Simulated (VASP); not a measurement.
Write the native input for VASP 6.6.1 that does the following.

```yaml
Task: single point
Functional: PBE
Potentials_or_basis: VASP PAW PBE potentials, release 64 (In_d, Se)
Cutoff: 500 eV
k_mesh: 7 × 7 × 7
Occupations: fermi-dirac, width 0.05 eV
Spin: no spin polarisation
Dipole_correction: no
Further_INCAR_settings: ALGO = Normal; EDIFF = 1e-06; NBANDS = 16
```

The structure of InSe lies in POSCAR:

```
InSe
1.0
    3.7032745556      0.0000000000      0.0000000000
    0.0000000000      3.7032745556      0.0000000000
    0.0000000000      0.0000000000      3.7032745556
In Se
1 1
Direct
    0.5000000000      0.5000000000      0.5000000000
    0.0000000000      0.0000000000      0.0000000000
```

One way to write it, as run:

INCAR

```
  PREC = Accurate
  ENCUT = 500
  EDIFF = 1E-6
  ISMEAR = -1
  SIGMA = 0.05
  LREAL = False
  LASPH = True
  NELM = 120
  ALGO = Normal
  ISIF = 2
  LWAVE = False
  LCHARG = False
  GGA = PE
  NBANDS = 16
  GGA_COMPAT = False
```

KPOINTS

```
regular mesh
0
Gamma
  7 7 7
```

Potentials or basis: VASP PAW PBE potentials, release 64 (In_d, Se).

Command:

```console
$ cat potpaw_PBE.64/In_d/POTCAR potpaw_PBE.64/Se/POTCAR > POTCAR
$ mpirun -np 1 vasp_std > vasp.out
```

It gave:

The pressure is -2.5 GPa.

Run time: 24 s on 1 thread of Intel Xeon 8259CL, on a shared host, peak memory 0.16 GiB.
